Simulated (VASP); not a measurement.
Input of a VASP 6.6.1 run:

The input INCAR:

```
PREC = Accurate
ENCUT = 520
EDIFF = 1E-7
ISMEAR = 0
SIGMA = 0.1
LREAL = False
LASPH = True
NELM = 100
ALGO = Normal
ISIF = 2
LWAVE = False
LCHARG = False
GGA = PE
NBANDS = 22
```

File KPOINTS:

```
regular mesh
0
Gamma
  15 15 6
```

The input POSCAR:

```
Li3SbO2
1.0
    3.2919709138      0.0000000000      0.0000000000
   -1.6459854569      2.8509304399      0.0000000000
    0.0000000000      0.0000000000      7.6021678911
Li Sb O
3 1 2
Direct
    0.6666666667      0.3333333333      0.2822904029
    0.3333333333      0.6666666667      0.5000000000
    0.6666666667      0.3333333333      0.7177095971
    0.0000000000      0.0000000000      0.0000000000
    0.0000000000      0.0000000000      0.3099606107
    0.0000000000      0.0000000000      0.6900393893
```

Potentials or basis: VASP PAW PBE potentials, release 64 (Li_sv, Sb, O).

The run is started by

```console
$ cat potpaw_PBE.64/Li_sv/POTCAR potpaw_PBE.64/Sb/POTCAR potpaw_PBE.64/O/POTCAR > POTCAR
$ mpirun -np 1 vasp_std > vasp.out
```

(1) Estimate the band gap on the k mesh.

(2) Estimate the largest force.

## Answers

(1) zero (band 13 reaches 6.78 eV, above the bottom of band 14 at 2.85 eV).

(2) 0.021 eV/Å.

Caveat: spin-orbit coupling is left out, which moves the levels of the heavy elements.
